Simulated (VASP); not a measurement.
The system is CuO.

```xyz
4
Lattice="3.1795 0.0000 0.0000 -1.5898 2.7536 0.0000 0.0000 0.0000 4.4315" Properties=species:S:1:pos:R:3 pbc="T T T"
Cu    0.0000    0.0000    0.0000
Cu    0.0000    0.0000    2.2157
O     0.0000    1.8357    1.1079
O     1.5898    0.9179    3.3236
```

```yaml
Program: VASP 6.6.1
Task: relaxation of cell and atoms
Functional: PBE
Potentials_or_basis: VASP PAW PBE potentials, release 64 (Cu, O)
Cutoff: 600 eV
k_mesh: 8 × 8 × 5
Occupations: fermi-dirac, width 0.05 eV
Spin: no spin polarisation
```

At the start: pressure 6.4 GPa; volume 9.70 Å³/atom.

Q: Where does the relaxation end?

A: Over 12 steps the energy falls by 179.5 meV/atom; space group P6_3/mmc (No. 194, to 0.1 Å) before and after.

The path:
| step | energy change (eV) | largest force (eV/Å) | pressure (GPa) | volume (Å³) |
| --- | --- | --- | --- | --- |
| 1 | 0.0000 | 0.0000 | 6.41 | 38.80 |
| 2 | -0.6008 | 0.0000 | -6.24 | 40.77 |
| 3 | -0.6250 | 0.0000 | -9.84 | 41.54 |
| 4 | -0.6296 | 0.0000 | -8.66 | 41.26 |
| 5 | -0.7132 | 0.0000 | 2.66 | 38.23 |
| 6 | -0.7172 | 0.0000 | 0.43 | 38.73 |
| 7 | -0.7172 | 0.0000 | 0.22 | 38.78 |
| 8 | -0.7177 | 0.0000 | -0.06 | 38.82 |
| 9 | -0.7178 | 0.0000 | -0.23 | 38.85 |
| 10 | -0.7178 | 0.0000 | -0.21 | 38.85 |
| 11 | -0.7178 | 0.0000 | 0.07 | 38.78 |
| 12 | -0.7178 | 0.0000 | -0.02 | 38.79 |

Final structure:
```cif
data_structure
_symmetry_space_group_name_H-M 'P 1'
_symmetry_Int_Tables_number 1
_cell_length_a 2.9648
_cell_length_b 2.9648
_cell_length_c 5.0957
_cell_angle_alpha 90.000
_cell_angle_beta 90.000
_cell_angle_gamma 120.000
_cell_volume 38.79
loop_
_atom_site_label
_atom_site_type_symbol
_atom_site_fract_x
_atom_site_fract_y
_atom_site_fract_z
_atom_site_occupancy
Cu1 Cu 0.00000 0.00000 0.00000 1
Cu2 Cu 0.00000 0.00000 0.50000 1
O1 O 0.33333 0.66667 0.25000 1
O2 O 0.66667 0.33333 0.75000 1
```
